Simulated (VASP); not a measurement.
# Cu (Fm-3m) in VASP: settings compared

Aim: see how the results for Cu move with the level of theory and the settings. Levels: LDA, PBEsol, r2SCAN. Tasks: single point.

Program: VASP 6.6.1. These are calculated values, not measurements. Logs are shortened: lines on timing, memory, paths and dates and some standing lists are left out, and cuts for length are marked.

## 1. The cell of the first run

It takes space group Fm-3m (No. 225, cubic). Conventional cell: a = 3.686 Å, b = 3.686 Å, c = 3.686 Å, α = 90.00°, β = 90.00°, γ = 90.00°. Cu (site symmetry m-3m) has 12 Cu at 2.61 Å within 3.4 Å.

## 2. Single point, LDA

File INCAR:

```
PREC     = Accurate       # precision mode
ENCUT    = 600            # plane-wave cutoff, eV
EDIFF    = 1E-6           # SCF threshold, eV
ISMEAR   = -1             # smearing method
SIGMA    = 0.05           # smearing width, eV
LREAL    = F              # projectors in reciprocal space
LASPH    = T              # aspherical terms in the spheres
NELM     = 120            # most SCF steps
ALGO     = Normal         # electronic algorithm
ISIF     = 2              # what is computed and relaxed
LWAVE    = F              # write WAVECAR
LCHARG   = F              # write CHGCAR
NBANDS   = 12             # bands
GGA_COMPAT= F
```

File KPOINTS:

```
Automatic mesh
0
Gamma
  13 13 13
```

File POSCAR:

```
Cu
1.0
    0.0000000000      1.8429501765      1.8429501765
    1.8429501765      0.0000000000      1.8429501765
    1.8429501765      1.8429501765      0.0000000000
Cu
1
Direct
    0.0000000000      0.0000000000      0.0000000000
```

Potentials or basis: VASP PAW LDA potentials, release 64 (Cu).

Run with:

```bash
cat potpaw_LDA.64/Cu/POTCAR > POTCAR
mpirun -np 1 vasp_std > vasp.out
```

OUTCAR:

```text
PREC = Accurate
   ENCUT = 600
   EDIFF = 1E-6
   ISMEAR = -1
   LREAL = F
   LASPH = T
   NELM = 120
   ISIF = 2

 ion  position               nearest neighbor table
   1  0.000  0.000  0.000-

  LATTYP: Found a face centered cubic cell.
 ALAT       =     3.6859003530

  Lattice vectors:

 A1 = (   0.0000000000,   1.8429501765,   1.8429501765)
 A2 = (   1.8429501765,   0.0000000000,   1.8429501765)
 A3 = (   1.8429501765,   1.8429501765,   0.0000000000)

Analysis of symmetry for initial positions (statically):
=====================================================================
 Subroutine PRICEL returns:
 Original cell was already a primitive cell.

 Routine SETGRP: Setting up the symmetry group for a
 face centered cubic supercell.

 Subroutine GETGRP returns: Found 48 space group operations
[... 9 lines left out ...]

 Routine SETGRP: Setting up the symmetry group for a
 face centered cubic supercell.

 Subroutine GETGRP returns: Found 48 space group operations
[... 11 lines left out ...]
                                     Primitive cell

  volume of cell :      12.5190

  direct lattice vectors                    reciprocal lattice vectors
     0.000000000  1.842950177  1.842950177    -0.271304133  0.271304133  0.271304133
     1.842950177  0.000000000  1.842950177     0.271304133 -0.271304133  0.271304133
     1.842950177  1.842950177  0.000000000     0.271304133  0.271304133 -0.271304133

  length of vectors
     2.606325134  2.606325134  2.606325134     0.469912543  0.469912543  0.469912543

  position of ions in fractional coordinates (direct lattice)
     0.000000000  0.000000000  0.000000000

  ion indices of the primitive-cell ions
   primitive index   ion index
                 1           1

----------------------------------------------------------------------------------------

 KPOINTS: Automatic mesh

Automatic generation of k-mesh.
 Grid dimensions read from file:
 generate k-points for:   13   13   13

 Generating k-lattice:

  Cartesian coordinates                     Fractional coordinates (reciprocal lattice)
    -0.020869549  0.020869549  0.020869549     0.076923077  0.000000000  0.000000000
     0.020869549 -0.020869549  0.020869549     0.000000000  0.076923077  0.000000000
     0.020869549  0.020869549 -0.020869549     0.000000000  0.000000000  0.076923077

  Length of vectors
     0.036147119  0.036147119  0.036147119

  Shift w.r.t. Gamma in fractional coordinates (k-lattice)
     0.000000000  0.000000000  0.000000000

 Subroutine IBZKPT returns following result:
 ===========================================

 Found     84 irreducible k-points:

 Following reciprocal coordinates:
            Coordinates               Weight
  0.000000  0.000000  0.000000      1.000000
  0.076923  0.000000  0.000000      8.000000
  0.153846  0.000000  0.000000      8.000000
  0.230769  0.000000  0.000000      8.000000
  0.307692  0.000000  0.000000      8.000000
  0.384615  0.000000  0.000000      8.000000
[... 16 lines left out ...]
  0.384615  0.153846  0.000000     24.000000
  0.461538  0.153846  0.000000     24.000000
 [... further k-points ...]
   k-points           NKPTS =     84   k-points in BZ     NKDIM =     84   number of bands    NBANDS=     12
   number of dos      NEDOS =    301   number of ions     NIONS =      1
   total plane-waves  NPLWV =  13824
   dimension x,y,z NGX =    24 NGY =   24 NGZ =   24
   dimension x,y,z NGXF=    48 NGYF=   48 NGZF=   48
   ions per type =               1
   NGX,Y,Z   is equivalent  to a cutoff of  15.31, 15.31, 15.31 a.u.
   NGXF,Y,Z  is equivalent  to a cutoff of  30.62, 30.62, 30.62 a.u.
 SYSTEM =  unknown system
   PREC   = accura    normal or accurate (medium, high low for compatibility)
   ISTART =      0    job   : 0-new  1-cont  2-samecut
   ICHARG =      2    charge: 1-file 2-atom 10-const
   ISPIN  =      1    spin polarized calculation?
   LNONCOLLINEAR =      F non collinear calculations
   LSORBIT =      F    spin-orbit coupling
   LASPH  =      T    aspherical Exc in radial PAW
   ENCUT  =  600.0 eV  44.10 Ry    6.64 a.u.   5.21  5.21  5.21*2*pi/ulx,y,z
   NELM   =    120;   NELMIN=  2; NELMDL= -5     # of ELM steps
   EDIFF  = 0.1E-05   stopping-criterion for ELM
   LREAL  =      F    real-space projection
   EDIFFG = 0.1E-04   stopping-criterion for IOM
   NSW    =      0    number of steps for IOM
   IBRION =     -1    ionic relax: 0-MD 1-quasi-New 2-CG
   NFREE  =      0    steps in history (QN), initial steepest desc. (CG)
   ISIF   =      2    stress and relaxation
   ISYM   =      2    0-nonsym 1-usesym 2-fastsym
   POTIM  = 0.5000    time-step for ionic-motion
   TEBEG  =    0.0;   TEEND  =   0.0 temperature during run
   PSTRESS=    0.0 pullay stress
   NELECT =      11.0000    total number of electrons
   NUPDOWN=      -1.0000    fix difference up-down
   EMIN   =  10.00;   EMAX   =-10.00  energy-range for DOS
   EFERMI =   0.00;   METHOD = LEGACY
   ISMEAR =    -1;   SIGMA  =   0.05  broadening in eV -4-tet -1-fermi 0-gaus
   EFERMI_NEDOS =   21; number of points for ismear=-14 and -15
   IALGO  =     38    algorithm
   IMIX   =      4    mixing-type and parameters
     AMIX     =   0.40;   BMIX     =  1.00
     AMIX_MAG =   1.60;   BMIX_MAG =  1.00
  volume/ion in A,a.u.               =      12.52        84.48
  Fermi-wavevector in a.u.,A,eV,Ry     =   1.568010  2.963109 33.452033  2.458655
  Thomas-Fermi vector in A             =   2.670105
   LORBIT       =      0    0 simple, 1 ext, 2 COOP (PROOUT), +10 PAW based schemes
   GGA     = CA    functional components
   LHFCALC =     F    Hartree Fock is set to
   AEXX    =    0.0000 exact exchange contribution
   IVDW    =     0    specifies the selected vdW correction
   LEPSILON=     F    determine dielectric tensor
   LRPA    =     F    only Hartree local field effects (RPA)
 non-spin polarized calculation
  energy-cutoff  :      600.00
  volume of cell :       12.52
 maximum number of plane-waves:       431
 NGX is ok and might be reduce to    24
   NGX = 11   NGY = 11   NGZ = 11

 number of electron      11.0000003 magnetization

 Free energy of the ion-electron system (eV)
  ---------------------------------------------------
  ext. energy  EPLUGINS =         0.00000000
  ---------------------------------------------------
  free energy    TOTEN  =        -4.60935587 eV

  energy without entropy =       -4.60662850  energy(sigma->0) =       -4.60799219

 E-fermi :   6.7793     XC(G=0): -12.7661

 val. band max:        6.5844602137   @ k =   0.4615   0.2308   0.0000
 cond. band min:       6.7921462117   @ k =   0.4615   0.3077   0.0000
 fundamental gap:      0.2076859980
 Fermi energy:         6.7792770539

 k-point     1 :       0.0000    0.0000    0.0000
  band No.  band energies     occupation
      1      -2.2852      2.00000
      2       3.7223      2.00000
      3       3.7223      2.00000
      4       3.7223      2.00000
      5       4.4873      2.00000
      6       4.4873      2.00000
      7      28.8536      0.00000
      8      30.8537      0.00000
      9      30.8537      0.00000
     10      30.8537      0.00000
     11      33.3725      0.00000
     12      33.3725      0.00000

 k-point     2 :       0.0769    0.0000    0.0000
  band No.  band energies     occupation
      1      -2.0789      2.00000
      2       3.6820      2.00000
      3       3.7591      2.00000
      4       3.7591      2.00000
      5       4.4737      2.00000
      6       4.4737      2.00000
      7      27.1719      0.00000
      8      29.4968      0.00000
      9      30.2590      0.00000
     10      30.2590      0.00000
     11      34.2718      0.00000
     12      34.2718      0.00000

 k-point     3 :       0.1538    0.0000    0.0000
  band No.  band energies     occupation
      1      -1.4733      2.00000
      2       3.5844      2.00000
      3       3.8391      2.00000
      4       3.8391      2.00000
      5       4.4610      2.00000
      6       4.4610      2.00000
      7      23.3157      0.00000
      8      29.2089      0.00000
      9      29.3560      0.00000
     10      29.3560      0.00000
     11      35.3790      0.00000
     12      35.7848      0.00000

 k-point     4 :       0.2308    0.0000    0.0000
  band No.  band energies     occupation
      1      -0.5229      2.00000
      2       3.5045      2.00000
      3       3.8753      2.00000
      4       3.8753      2.00000
      5       4.5278      2.00000
      6       4.5278      2.00000
      7      19.4933      0.00000
      8      28.6190      0.00000
      9      28.6190      0.00000
     10      28.8050      0.00000
     11      34.5788      0.00000
     12      34.5788      0.00000

 k-point     5 :       0.3077    0.0000    0.0000
  band No.  band energies     occupation
      1       0.6059      2.00000
      2       3.6188      2.00000
      3       3.8275      2.00000
      4       3.8275      2.00000
      5       4.6960      2.00000
      6       4.6960      2.00000
      7      15.9473      0.00000
      8      28.1041      0.00000
      9      28.1041      0.00000
     10      28.2455      0.00000
     11      32.8811      0.00000
     12      32.8811      0.00000
[... 228 lines left out ...]
      1      -0.5073      2.00000
      2       3.3057      2.00000
      3       3.9846      2.00000
      4       4.0732      2.00000
      5       4.2835      2.00000
      6       4.6616      2.00000
      7      22.5368      0.00000
      8      24.8957      0.00000
      9      26.5787      0.00000
     10      28.1966      0.00000
     11      30.1478      0.00000
     12      38.0171      0.00000

 k-point    22 :       0.3077    0.1538    0.0000
  band No.  band energies     occupation
      1       0.4732      2.00000
      2       3.2141      2.00000
      3       3.8283      2.00000
      4       4.0999      2.00000
      5       4.6261      2.00000
      6       4.7894      2.00000
      7      18.8348      0.00000
      8      24.1701      0.00000
      9      25.8075      0.00000
     10      26.9380      0.00000
     11      32.1008      0.00000
     12      37.3146      0.00000

 k-point    23 :       0.3846    0.1538    0.0000
  band No.  band energies     occupation
      1       1.4841      2.00000
      2       3.2675      2.00000
      3       3.6854      2.00000
      4       4.0516      2.00000
      5       4.9382      2.00000
      6       5.2258      2.00000
      7      15.4025      0.00000
      8      23.8757      0.00000
      9      24.3223      0.00000
     10      26.4096      0.00000
     11      34.8974      0.00000
     12      36.6397      0.00000

 k-point    24 :       0.4615    0.1538    0.0000
  band No.  band energies     occupation
      1       2.0679      2.00000
      2       3.4301      2.00000
      3       3.7522      2.00000
      4       3.9840      2.00000
      5       5.0222      2.00000
      6       6.2921      1.99988
      7      12.3850      0.00000
      8      22.8976      0.00000
      9      24.0460      0.00000
     10      26.3418      0.00000
     11      35.6938      0.00000
     12      35.9652      0.00000

 [... further k-points ...]
[... 5 lines left out ...]
  --------------------------------------------------------------------------------------
  -------------------------------------------------------------------------------------
  Total       -1.3972873     -1.3972873     -1.3972873     -0.0000000     -0.0000000     -0.0000000
  in kB     -178.8238828   -178.8238828   -178.8238828     -0.0000000     -0.0000000     -0.0000000
  external PRESSURE =    -178.8238828 kB  Pullay stress =       0.0000000 kB

 VOLUME and BASIS-vectors are now :
 -----------------------------------------------------------------------------
  energy-cutoff  :      600.00
  volume of cell :       12.52
      direct lattice vectors                 reciprocal lattice vectors
     0.000000000  1.842950177  1.842950177    -0.271304133  0.271304133  0.271304133
     1.842950177  0.000000000  1.842950177     0.271304133 -0.271304133  0.271304133
     1.842950177  1.842950177  0.000000000     0.271304133  0.271304133 -0.271304133

 POSITION                                       TOTAL-FORCE (eV/Angst)
 -----------------------------------------------------------------------------------
      0.00000      0.00000      0.00000         0.000000     -0.000000     -0.000000
 -----------------------------------------------------------------------------------
    total drift:                                0.000000      0.000000     -0.000000

  FREE ENERGIE OF THE ION-ELECTRON SYSTEM (eV)
  ---------------------------------------------------
  free  energy   TOTEN  =        -4.6093558717 eV

  energy  without entropy=       -4.6066285002  energy(sigma->0) =       -4.60799219
```

Wall time 8.9 s (1 thread of Intel Xeon Platinum 8488C (Sapphire Rapids), shared host); peak memory 0.13 GiB.

What came out:

| Item | Value |
| --- | --- |
| Free energy | -4.6094 eV |
| Pressure | -17.9 GPa |

## 3. Single point, PBEsol

This run uses another cell than the first one, of 11.81 Å³/atom, 0.943 times its volume.

File INCAR:

```
SYSTEM = Cu
PREC = Accurate ; ENCUT = 600
EDIFF = 1E-6 ; ISMEAR = -1
SIGMA = 0.1 ; LREAL = .False.
LASPH = .True. ; NELM = 120
ALGO = Normal ; ISIF = 2
LWAVE = .False. ; LCHARG = .False.
GGA = PS ; NBANDS = 12
GGA_COMPAT = .False.
```

File KPOINTS:

```
Automatic mesh
0
Gamma
  11 11 11
  0 0 0
```

File POSCAR:

```
Cu
1.0
    0.0000000000      1.8075000000      1.8075000000
    1.8075000000      0.0000000000      1.8075000000
    1.8075000000      1.8075000000      0.0000000000
Cu
1
Direct
    0.0000000000      0.0000000000      0.0000000000
```

Potentials or basis: VASP PAW PBE potentials, release 64 (Cu).

Run with:

```bash
cat potpaw_PBE.64/Cu/POTCAR > POTCAR
mpirun -np 1 vasp_std > vasp.out
```

It took 13 s on 1 thread of AMD EPYC 7R13, shared host; peak memory 0.1 GiB.

Results (log left out):

* Free energy: -4.3091 eV
* Pressure: -5.9 GPa

Levels at points of the mesh, in eV from the Fermi level:
```
           k point  band 3  band 4  band 5  band 6  band 7  band 8  band 9  band 10
(0.00, 0.00, 0.00)   -3.11   -3.11   -2.28   -2.28   22.50   25.12   25.12    25.12
```

Caveat: the PAW data sets were made with another functional, which shifts forces and pressure a little.

(Continued in part 2 of 2.)
